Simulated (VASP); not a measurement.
Wanted: the native input for a VASP 6.6.1 run.

```
Task                   : relaxation of cell and atoms
Functional             : PBE
Dispersion             : D4
Potentials or basis    : VASP PAW PBE potentials, release 64 (Bi_d, Te)
Cutoff                 : 600 eV
k mesh                 : 7 × 7 × 7
Occupations            : fermi-dirac, width 0.05 eV
Spin                   : no spin polarisation
Dipole correction      : no
Further INCAR settings : ALGO = Normal; EDIFF = 1e-06; IBRION = 2; EDIFFG = -0.01; NSW = 60; ISIF = 3
```

The structure of BiTe lies in POSCAR:

```
BiTe
1.0
    2.4227077728      1.3987509848      3.3172919545
   -2.4227077728      1.3987509848      3.3172919545
    0.0000000000     -2.7975019696      3.3172919545
Bi Te
1 1
Direct
    0.5000000000      0.5000000000      0.5000000000
    0.0000000000      0.0000000000      0.0000000000
```

The input as run:

INCAR

```
SYSTEM = BiTe
  PREC = Accurate
  ENCUT = 600
  EDIFF = 1E-6
  ISMEAR = -1
  SIGMA = 0.05
  LREAL = .False.
  LASPH = .True.
  NELM = 60
  ALGO = Normal
  ISIF = 3
  LWAVE = .False.
  LCHARG = .False.
  GGA = PE
  IVDW = 13
  IBRION = 2
  NSW = 60
  EDIFFG = -0.01
```

KPOINTS

```
regular mesh
0
Gamma
  7 7 7
  0 0 0
```

Potentials or basis: VASP PAW PBE potentials, release 64 (Bi_d, Te).

The run is started by

```bash
$ cat potpaw_PBE.64/Bi_d/POTCAR potpaw_PBE.64/Te/POTCAR > POTCAR
$ mpirun -np 1 vasp_std > vasp.out
```

Results of the run:

* Relaxed volume: 32.00 Å³/atom
* Relaxed cell: a = 4.216 Å, b = 4.216 Å, c = 4.216 Å, α = 70.00°, β = 70.00°, γ = 70.00°
* Space group after relaxing (to 0.05 Å): R-3m (No. 166)
* Energy gained by relaxing: 12.1 meV/atom
* Ionic steps: 7
* Pressure after relaxing: 0.0 GPa
* Dispersion energy per atom: -0.521 eV

Caveat: pairwise dispersion overbinds metals, which lowers pressure and volume.

Wall time 2 min on 1 thread of Intel(R) Xeon(R) Platinum 8375C CPU @ 2.90GHz (Ice Lake) (shared host), peak memory 0.24 GiB.
